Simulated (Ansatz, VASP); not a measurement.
**As in VASP and in Ansatz**

INCAR

```
SYSTEM = As
PREC = Accurate
ENCUT = 520
EDIFF = 1E-7
ISMEAR = 0
SIGMA = 0.02
LREAL = .FALSE.
LASPH = .TRUE.
NELM = 80
ALGO = Normal
ISIF = 2
LWAVE = .FALSE.
LCHARG = .FALSE.
LDIPOL = .TRUE.
IDIPOL = 3
DIPOL = 0.5 0.5 0.500
GGA = PE
NBANDS = 12
```

KPOINTS

```
Automatic mesh
0
G
  9 9 1
  0 0 0
```

File POSCAR:

```
As
1.0
    3.4970000000      0.0000000000      0.0000000000
   -1.7485000000      3.0284908370      0.0000000000
    0.0000000000      0.0000000000     28.0000000000
As
2
Direct
    0.3333333333      0.6666666667      0.5159642857
    0.6666666667      0.3333333333      0.4840357143
```

Input for Ansatz:

```yaml
crystal:
  lattice:
    - [3.497, 0.0, 0.0]
    - [-1.7485, 3.028490837, 0.0]
    - [0.0, 0.0, 28.0]
  atoms:
    - { symbol: As, position: [0.3333333333, 0.6666666667, 0.5159642857] }
    - { symbol: As, position: [0.6666666667, 0.3333333333, 0.4840357143] }
  periodic: [true, true, false]
basis:
  ecutwfc: 420
kpoints:
  mp_grid: { grid: [9, 9, 1] }
hamiltonian:
  xc: pbe
scf:
  occupations: { method: gaussian, width: 0.02 }
output:
  forces: true
  stress: true
  eigenvalues: true
```

Alike in both runs: task single point; functional PBE; k mesh 9 × 9 × 1; occupations gaussian, width 0.02 eV; no spin polarisation.

|  | VASP | Ansatz |
| --- | --- | --- |
| version | VASP 6.6.1 | Ansatz 0.2.0 |
| potentials or method | VASP PAW PBE potentials, release 64 (As), cutoff 520 eV | scalar-relativistic, plane waves, PAW |
| valence electrons in the cell | 10 | 30 |

Ansatz gave:

| Item | Value |
| --- | --- |
| gap on the k mesh at the Fermi level (eV) | none |
| rms of the force components (eV/Å) | 3.661 |

Question: What did VASP give for the same quantities?

Answer: gap on the k mesh at the Fermi level (eV): none; rms of the force components (eV/Å): 3.760.

Atom by atom the forces differ by 0.098 eV/Å (rms over components). A gap of «none» marks a metal or a gap that the smearing closes. VASP's potentials hold 10 valence electrons a cell and Ansatz's 30, so a difference there can come from the potentials and not from the codes.
